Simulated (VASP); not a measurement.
# SnTe (F-43m) in VASP: a series of runs

Aim: see how the results for SnTe move with the level of theory and the settings. Levels: BLYP, r2SCAN. Tasks: relaxation of cell and atoms.

All numbers are computed with VASP 6.6.1; they aren't measurements. Logs are shortened: lines on timing, memory, paths and dates and some standing lists are left out, and cuts for length are marked.

### 1 The cell of the first run

It takes space group F-43m (No. 216, cubic). Conventional cell: a = 7.222 Å, b = 7.222 Å, c = 7.222 Å, α = 90.00°, β = 90.00°, γ = 90.00°. Within 4.1 Å of Te (site symmetry -43m) lie 4 Sn at 3.13 Å. Sn (site symmetry -43m) has 4 Te at 3.13 Å within 4.1 Å.

### 2 Relaxation of cell and atoms, BLYP

Contents of INCAR:

```
SYSTEM = SnTe
PREC = Accurate ; ENCUT = 600
EDIFF = 1E-6 ; ISMEAR = -1
SIGMA = 0.05 ; LREAL = .False.
LASPH = .True. ; NELM = 100
ALGO = Normal ; ISIF = 3
LWAVE = .False. ; LCHARG = .False.
GGA = B5 ; ALDAX = 1.0
AGGAX = 1.0 ; AGGAC = 1.0
ALDAC = 0.0 ; IBRION = 2
NSW = 60 ; EDIFFG = -0.01
```

Contents of KPOINTS:

```
regular mesh
0
Gamma
  7 7 7
  0 0 0
```

Contents of POSCAR:

```
SnTe
1.0
    0.0000000000      3.6111460000      3.6111460000
    3.6111460000      0.0000000000      3.6111460000
    3.6111460000      3.6111460000      0.0000000000
Te Sn
1 1
Direct
    0.2500000000      0.2500000000      0.2500000000
    0.0000000000      0.0000000000      0.0000000000
```

Potentials or basis: VASP PAW PBE potentials, release 64 (Te, Sn_d).

On the command line:

```bash
$ cat potpaw_PBE.64/Te/POTCAR potpaw_PBE.64/Sn_d/POTCAR > POTCAR
$ mpirun -np 1 vasp_std > vasp.out
```

OUTCAR:

```text
SYSTEM = SnTe
   PREC = Accurate
   ENCUT = 600
   EDIFF = 1E-6
   ISMEAR = -1
   LREAL = .False.
   LASPH = .True.
   NELM = 100
   ISIF = 3
   GGA = B5
   IBRION = 2
   NSW = 60
   EDIFFG = -0.01

 ion  position               nearest neighbor table
   1  0.250  0.250  0.250-   2 3.13   2 3.13   2 3.13   2 3.13
   2  0.000  0.000  0.000-   1 3.13   1 3.13   1 3.13   1 3.13

  LATTYP: Found a face centered cubic cell.
 ALAT       =     7.2222920000

  Lattice vectors:

 A1 = (   0.0000000000,   3.6111460000,   3.6111460000)
 A2 = (   3.6111460000,   0.0000000000,   3.6111460000)
 A3 = (   3.6111460000,   3.6111460000,   0.0000000000)

Analysis of symmetry for initial positions (statically):
=====================================================================
 Subroutine PRICEL returns:
 Original cell was already a primitive cell.

 Routine SETGRP: Setting up the symmetry group for a
 face centered cubic supercell.

 Subroutine GETGRP returns: Found 24 space group operations
 (whereof 24 operations were pure point group operations)
 out of a pool of 48 trial point group operations.

The static configuration has the point symmetry T_d .

Analysis of symmetry for dynamics (positions and initial velocities):
=====================================================================
 Subroutine PRICEL returns:
 Original cell was already a primitive cell.

 Routine SETGRP: Setting up the symmetry group for a
 face centered cubic supercell.

 Subroutine GETGRP returns: Found 24 space group operations
 (whereof 24 operations were pure point group operations)
 out of a pool of 48 trial point group operations.

The dynamic configuration has the point symmetry T_d .

 Subroutine INISYM returns: Found 24 space group operations
 (whereof 24 operations are pure point group operations),
 and found     1 'primitive' translations

----------------------------------------------------------------------------------------

                                     Primitive cell

  volume of cell :      94.1814

  direct lattice vectors                    reciprocal lattice vectors
     0.000000000  3.611146000  3.611146000    -0.138460201  0.138460201  0.138460201
     3.611146000  0.000000000  3.611146000     0.138460201 -0.138460201  0.138460201
     3.611146000  3.611146000  0.000000000     0.138460201  0.138460201 -0.138460201

  length of vectors
     5.106931649  5.106931649  5.106931649     0.239820102  0.239820102  0.239820102

  position of ions in fractional coordinates (direct lattice)
     0.250000000  0.250000000  0.250000000
     0.000000000  0.000000000  0.000000000

  ion indices of the primitive-cell ions
   primitive index   ion index
                 1           1
                 2           2

----------------------------------------------------------------------------------------

 KPOINTS: regular mesh

Automatic generation of k-mesh.
 Grid dimensions read from file:
 generate k-points for:    7    7    7

 Generating k-lattice:

  Cartesian coordinates                     Fractional coordinates (reciprocal lattice)
    -0.019780029  0.019780029  0.019780029     0.142857143  0.000000000  0.000000000
     0.019780029 -0.019780029  0.019780029     0.000000000  0.142857143  0.000000000
     0.019780029  0.019780029 -0.019780029     0.000000000  0.000000000  0.142857143

  Length of vectors
     0.034260015  0.034260015  0.034260015

  Shift w.r.t. Gamma in fractional coordinates (k-lattice)
     0.000000000  0.000000000  0.000000000

 Subroutine IBZKPT returns following result:
 ===========================================

 Found     20 irreducible k-points:

 Following reciprocal coordinates:
            Coordinates               Weight
  0.000000  0.000000  0.000000      1.000000
  0.142857  0.000000  0.000000      8.000000
  0.285714  0.000000  0.000000      8.000000
  0.428571  0.000000  0.000000      8.000000
  0.142857  0.142857  0.000000      6.000000
  0.285714  0.142857  0.000000     24.000000
[... 12 lines left out ...]
 -0.428571  0.428571  0.142857     24.000000
 -0.285714  0.428571  0.142857     24.000000
   k-points           NKPTS =     20   k-points in BZ     NKDIM =     20   number of bands    NBANDS=     14
   number of dos      NEDOS =    301   number of ions     NIONS =      2
   total plane-waves  NPLWV =  74088
   dimension x,y,z NGX =    42 NGY =   42 NGZ =   42
   dimension x,y,z NGXF=    84 NGYF=   84 NGZF=   84
   ions per type =               1   1
   NGX,Y,Z   is equivalent  to a cutoff of  13.67, 13.67, 13.67 a.u.
   NGXF,Y,Z  is equivalent  to a cutoff of  27.34, 27.34, 27.34 a.u.
 SYSTEM =  SnTe
   PREC   = accura    normal or accurate (medium, high low for compatibility)
   ISTART =      0    job   : 0-new  1-cont  2-samecut
   ICHARG =      2    charge: 1-file 2-atom 10-const
   ISPIN  =      1    spin polarized calculation?
   LNONCOLLINEAR =      F non collinear calculations
   LSORBIT =      F    spin-orbit coupling
   LASPH  =      T    aspherical Exc in radial PAW
   ENCUT  =  600.0 eV  44.10 Ry    6.64 a.u.  10.20 10.20 10.20*2*pi/ulx,y,z
   NELM   =    100;   NELMIN=  2; NELMDL= -5     # of ELM steps
   EDIFF  = 0.1E-05   stopping-criterion for ELM
   LREAL  =      F    real-space projection
   EDIFFG = -.1E-01   stopping-criterion for IOM
   NSW    =     60    number of steps for IOM
   IBRION =      2    ionic relax: 0-MD 1-quasi-New 2-CG
   NFREE  =      1    steps in history (QN), initial steepest desc. (CG)
   ISIF   =      3    stress and relaxation
   ISYM   =      2    0-nonsym 1-usesym 2-fastsym
   POTIM  = 0.5000    time-step for ionic-motion
   TEBEG  =    0.0;   TEEND  =   0.0 temperature during run
   PSTRESS=    0.0 pullay stress
   NELECT =      20.0000    total number of electrons
   NUPDOWN=      -1.0000    fix difference up-down
   EMIN   =  10.00;   EMAX   =-10.00  energy-range for DOS
   EFERMI =   0.00;   METHOD = LEGACY
   ISMEAR =    -1;   SIGMA  =   0.05  broadening in eV -4-tet -1-fermi 0-gaus
   EFERMI_NEDOS =   21; number of points for ismear=-14 and -15
   IALGO  =     38    algorithm
   IMIX   =      4    mixing-type and parameters
     AMIX     =   0.40;   BMIX     =  1.00
     AMIX_MAG =   1.60;   BMIX_MAG =  1.00
  volume/ion in A,a.u.               =      47.09       317.78
  Fermi-wavevector in a.u.,A,eV,Ry     =   0.976704  1.845704 12.979296  0.953951
  Thomas-Fermi vector in A             =   2.107344
   LORBIT       =      0    0 simple, 1 ext, 2 COOP (PROOUT), +10 PAW based schemes
   GGA     = B5    functional components
   LHFCALC =     F    Hartree Fock is set to
   AEXX    =    0.0000 exact exchange contribution
   IVDW    =     0    specifies the selected vdW correction
   LEPSILON=     F    determine dielectric tensor
   LRPA    =     F    only Hartree local field effects (RPA)
 conjugate gradient relaxation of ions
 non-spin polarized calculation
  energy-cutoff  :      600.00
  volume of cell :       94.18
 maximum number of plane-waves:      3166
 NGX is ok and might be reduce to    42
   NGX = 21   NGY = 21   NGZ = 21

--------------------------------------- Ionic step        1  -------------------------------------------

 number of electron      20.0000000 magnetization

 Free energy of the ion-electron system (eV)
  ---------------------------------------------------
  ext. energy  EPLUGINS =         0.00000000
  ---------------------------------------------------
  free energy    TOTEN  =        -6.10567896 eV

  energy without entropy =       -6.10479380  energy(sigma->0) =       -6.10523638

------------------------ aborting loop because EDIFF is reached ----------------------------------------

  FORCE on cell =-STRESS in cart. coord.  units (eV):
  Direction    XX          YY          ZZ          XY          YZ          ZX
  --------------------------------------------------------------------------------------
  -------------------------------------------------------------------------------------
  Total        0.9611111      0.9611111      0.9611111     -0.0000000     -0.0000000     -0.0000000
  in kB       16.3500481     16.3500481     16.3500481     -0.0000000     -0.0000000     -0.0000000
  external PRESSURE =      16.3500481 kB  Pullay stress =       0.0000000 kB

 VOLUME and BASIS-vectors are now :
 -----------------------------------------------------------------------------
  energy-cutoff  :      600.00
  volume of cell :       94.18
      direct lattice vectors                 reciprocal lattice vectors
     0.000000000  3.611146000  3.611146000    -0.138460201  0.138460201  0.138460201
     3.611146000  0.000000000  3.611146000     0.138460201 -0.138460201  0.138460201
     3.611146000  3.611146000  0.000000000     0.138460201  0.138460201 -0.138460201
[... 37 lines left out ...]
 POSITION                                       TOTAL-FORCE (eV/Angst)
 -----------------------------------------------------------------------------------
      1.84743      1.84743      1.84743        -0.000000     -0.000000     -0.000000
      7.38973      7.38973      7.38973         0.000000      0.000000      0.000000
 -----------------------------------------------------------------------------------
    total drift:                                0.000000      0.000000      0.000000

  FREE ENERGIE OF THE ION-ELECTRON SYSTEM (eV)
  ---------------------------------------------------
  free  energy   TOTEN  =        -6.1367284750 eV

  energy  without entropy=       -6.1364151795  energy(sigma->0) =       -6.13657183

--------------------------------------- Ionic step        3  -------------------------------------------

 number of electron      20.0000000 magnetization

 Free energy of the ion-electron system (eV)
  ---------------------------------------------------
  ext. energy  EPLUGINS =         0.00000000
  ---------------------------------------------------
  free energy    TOTEN  =        -6.13677611 eV

  energy without entropy =       -6.13645071  energy(sigma->0) =       -6.13661341

 E-fermi :   3.0223     XC(G=0):  -6.7308

 val. band max:        2.7364724566   @ k =  -0.2857   0.4286   0.1429
 cond. band min:       3.2358998233   @ k =   0.4286   0.4286   0.0000
 fundamental gap:      0.4994273668
 Fermi energy:         3.0223250121

 k-point     1 :       0.0000    0.0000    0.0000
  band No.  band energies     occupation
      1     -18.7765      2.00000
      2     -18.7765      2.00000
      3     -18.7765      2.00000
      4     -18.7688      2.00000
      5     -18.7688      2.00000
      6      -8.2189      2.00000
      7      -2.4776      2.00000
      8       1.2428      2.00000
      9       1.2428      2.00000
     10       1.2428      2.00000
     11       4.0175      0.00000
     12       4.0175      0.00000
     13       4.0175      0.00000
     14       7.2460      0.00000

 k-point     2 :       0.1429    0.0000    0.0000
  band No.  band energies     occupation
      1     -18.7767      2.00000
      2     -18.7763      2.00000
      3     -18.7763      2.00000
      4     -18.7687      2.00000
      5     -18.7687      2.00000
      6      -8.1447      2.00000
      7      -2.7824      2.00000
      8       1.1295      2.00000
      9       1.1295      2.00000
     10       1.2759      2.00000
[... 330 lines left out ...]
 POSITION                                       TOTAL-FORCE (eV/Angst)
 -----------------------------------------------------------------------------------
      1.84580      1.84580      1.84580         0.000000      0.000000      0.000000
      0.00000      0.00000      0.00000        -0.000000     -0.000000     -0.000000
 -----------------------------------------------------------------------------------
    total drift:                                0.000000      0.000000      0.000000

  FREE ENERGIE OF THE ION-ELECTRON SYSTEM (eV)
  ---------------------------------------------------
  free  energy   TOTEN  =        -6.1367761065 eV

  energy  without entropy=       -6.1364507146  energy(sigma->0) =       -6.13661341

 reached required accuracy - stopping structural energy minimisation
```

It took 95 s on 1 thread of Intel Xeon Platinum 8488C (Sapphire Rapids), shared host; peak memory 0.28 GiB.

Results:

```yaml
Free_energy: -6.1368 eV
Relaxed_volume: 50.31 Å³/atom
Relaxed_cell: a = 5.221 Å, b = 5.221 Å, c = 5.221 Å, α = 60.00°, β = 60.00°, γ = 60.00°
Space_group_after_relaxing_to_0.05_Å: F-43m (No. 216)
Energy_gained_by_relaxing: 15.5 meV/atom
Ionic_steps: 3
Pressure_after_relaxing: 0.0 GPa
Band_gap_on_the_k_mesh: 0.50 eV, indirect (least direct gap 0.90 eV)
```

Step by step:
```csv
step,energy change (eV),largest force (eV/Å),pressure (GPa),volume (Å³)
1,0.0000,0.0000,1.64,94.18
2,-0.0310,0.0000,-0.06,100.88
3,-0.0311,0.0000,-0.01,100.62
```

Final structure:
```xyz
2
Lattice="0.0000 3.6916 3.6916 3.6916 0.0000 3.6916 3.6916 3.6916 0.0000" Properties=species:S:1:pos:R:3 pbc="T T T"
Te    1.8458    1.8458    1.8458
Sn    0.0000    0.0000    0.0000
```

Caveat: the PAW data sets were made with another functional, which shifts forces and pressure a little; spin-orbit coupling is left out, which moves the levels of the heavy elements. A k mesh can miss the band edges.

[end of part 1 of 2]
